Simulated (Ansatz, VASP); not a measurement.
# GaAs in VASP and in Ansatz

```
Ga As
1.0
     0.00000    2.78713    2.78713
     2.78713    0.00000    2.78713
     2.78713    2.78713    0.00000
Ga As
1 1
Direct
  0.00000 0.00000 0.00000
  0.25000 0.25000 0.25000
```

Alike in both runs: task single point; functional PBE; dispersion D4; k mesh 4 × 4 × 4; occupations gaussian, width 0.1 eV; no spin polarisation.

|  | VASP | Ansatz |
| --- | --- | --- |
| version | VASP 6.6.1 | Ansatz 0.2.0 |
| potentials or method | VASP PAW PBE potentials, release 64 (Ga_d, As), cutoff 520 eV | scalar-relativistic, plane waves, PAW |
| valence electrons in the cell | 18 | 28 |

|  | VASP | Ansatz | Ansatz less VASP |
| --- | --- | --- | --- |
| gap on the k mesh at the Fermi level (eV) | 0.84 | 0.83 | -0.006 |
| least direct gap on the mesh (eV) | 0.84 | 0.83 | -0.006 |
| pressure (GPa) | 4.1 | 3.9 | -0.20 |

VASP's potentials hold 18 valence electrons a cell and Ansatz's 28, so a difference there can come from the potentials and not from the codes. Ansatz's warnings: force scf threshold loose, stress scf threshold loose.

The k mesh is coarse, so the values compare programs but aren't converged.
